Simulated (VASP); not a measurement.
TaN: electric field gradients with PBE

TaN:

```
Ta N
1.0
     0.00000    2.16438    2.16438
     2.16438    0.00000    2.16438
     2.16438    2.16438    0.00000
Ta N
1 1
Direct
  0.50000 0.50000 0.50000
  0.00000 0.00000 0.00000
```

This cell differs from its parent crystal: volume scaled by 0.98.

| Item | Value |
| --- | --- |
| Program | VASP 6.6.1 |
| Task | electric field gradients |
| Functional | PBE |
| Potentials or basis | VASP PAW PBE potentials, release 64 (Ta_pv, N) |
| Cutoff | 520 eV |
| k mesh | 9 × 9 × 9 |
| Occupations | fermi-dirac, width 0.02 eV |
| Spin | no spin polarisation |
| Dipole correction | no |
| Further INCAR settings | ALGO = Normal; EDIFF = 1e-08; NBANDS = 15 |

The pressure is 23.8 GPa and the band gap on the k mesh is zero (band 8 reaches 11.76 eV, above the bottom of band 9 at 7.85 eV).

Levels at points of the mesh, in eV from the Fermi level:
| k point | band 4 | band 5 | band 6 | band 7 | band 8 | band 9 | band 10 | band 11 | band 12 | band 13 |
| --- | --- | --- | --- | --- | --- | --- | --- | --- | --- | --- |
| (0.00, 0.00, 0.00) | -19.16 | -3.86 | -3.86 | -3.86 | -2.14 | -2.14 | -2.14 | 0.17 | 0.17 | 2.04 |

Wall time 5.1 s on 1 thread of Intel(R) Xeon(R) 6975P-C (Granite Rapids) (shared host), peak memory 0.14 GiB.

Caveat: without QUAD_EFG the Cq values of the log hold for a quadrupole moment of 1 mb, not for the nuclei; spin-orbit coupling is left out, which moves the levels of the heavy elements.
